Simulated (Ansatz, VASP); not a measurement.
# Cu2Os: VASP beside Ansatz

```xyz
3
Lattice="0.0000 2.8703 2.8703 2.8703 0.0000 2.8703 2.8703 2.8703 0.0000" Properties=species:S:1:pos:R:3 pbc="T T T"
Cu    1.4351    1.4351    1.4351
Cu    4.3054    4.3054    4.3054
Os    0.0000    0.0000    0.0000
```

Change from the starting cell: species swapped into the PbF2 type (Fm-3m, No. 225).

Alike in both runs: functional PBE; k mesh 6 × 6 × 6; occupations gaussian, width 0.1 eV; no spin polarisation.

Ansatz relaxed the structure, and its values are those at the end. VASP's run is a single point on that final structure, the one shown.

|  | VASP | Ansatz |
| --- | --- | --- |
| version | VASP 6.6.1 | Ansatz 0.2.0 |
| potentials or method | VASP PAW PBE potentials, release 64 (Cu, Os), cutoff 600 eV | scalar-relativistic, plane waves, PAW |
| valence electrons in the cell | 30 | 54 |

```csv
,VASP,Ansatz,Ansatz less VASP
gap on the k mesh at the Fermi level (eV),none,none,-
pressure (GPa),0.3,0.0,-0.28
```

A gap of «none» marks a metal or a gap that the smearing closes. VASP's potentials hold 30 valence electrons a cell and Ansatz's 54, so a difference there can come from the potentials and not from the codes.

Neither program's run includes spin-orbit coupling.
